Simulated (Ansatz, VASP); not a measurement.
**One calculation of NaF, two programs**

```
CELL_PARAMETERS angstrom
0.00000 2.32330 2.32330
2.32330 0.00000 2.32330
2.32330 2.32330 0.00000
ATOMIC_POSITIONS crystal
Na 0.00000 0.00000 0.00000
F 0.50000 0.50000 0.50000
```

Alike in both runs: task single point; functional r2SCAN; k mesh 10 × 10 × 10; occupations gaussian, width 0.05 eV; no spin polarisation.

```csv
,VASP,Ansatz
version,VASP 6.6.1,Ansatz 0.2.0
potentials or method,"VASP PAW PBE potentials, release 64 (Na_pv, F), cutoff 520 eV","scalar-relativistic, plane waves, PAW"
valence electrons in the cell,14,16
```

Ansatz gave:

```
gap on the k mesh at the Fermi level (eV) : 7.09
least direct gap on the mesh (eV)         : 7.09
pressure (GPa)                            : -1.7
```

Problem. Which values does VASP return?

Solution. gap on the k mesh at the Fermi level (eV): 7.13; least direct gap on the mesh (eV): 7.13; pressure (GPa): -2.1.

VASP's potentials were made for PBE, not for r2SCAN. With one functional, cell and mesh, what is left measures potentials, basis and numerics. VASP's potentials hold 14 valence electrons a cell and Ansatz's 16, so a difference there can come from the potentials and not from the codes.
